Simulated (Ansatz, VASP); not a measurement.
**Two plane-wave programs on Se**

```xyz
3
Lattice="4.3822 0.0000 0.0000 -2.1911 3.7951 0.0000 0.0000 0.0000 4.4190" Properties=species:S:1:pos:R:3 pbc="T T T"
Se    1.3532    0.0000    1.4730
Se   -0.6766    1.1719    2.9460
Se    1.5145    2.6232    0.0000
```

Alike in both runs: task single point; functional PBE; dispersion D3(BJ); k mesh 9 × 9 × 8; occupations gaussian, width 0.05 eV; no spin polarisation.

|  | VASP | Ansatz |
| --- | --- | --- |
| version | VASP 6.6.1 | Ansatz 0.2.0 |
| potentials or method | VASP PAW PBE potentials, release 64 (Se), cutoff 520 eV | scalar-relativistic, plane waves, PAW |
| valence electrons in the cell | 18 | 48 |

|  | VASP | Ansatz | Ansatz less VASP |
| --- | --- | --- | --- |
| gap on the k mesh at the Fermi level (eV) | none | none | - |
| pressure (GPa) | -7.2 | -7.2 | 0.00 |
| traceless stress, the component that is largest in VASP (GPa) | 3.02 | 3.02 | +0.003 |
| rms of the force components (eV/Å) | 0.221 | 0.221 | +0.0003 |

Atom by atom the forces differ by 0.000 eV/Å (rms over components). A gap of «none» marks a metal or a gap that the smearing closes. VASP's potentials hold 18 valence electrons a cell and Ansatz's 48, so a difference there can come from the potentials and not from the codes.
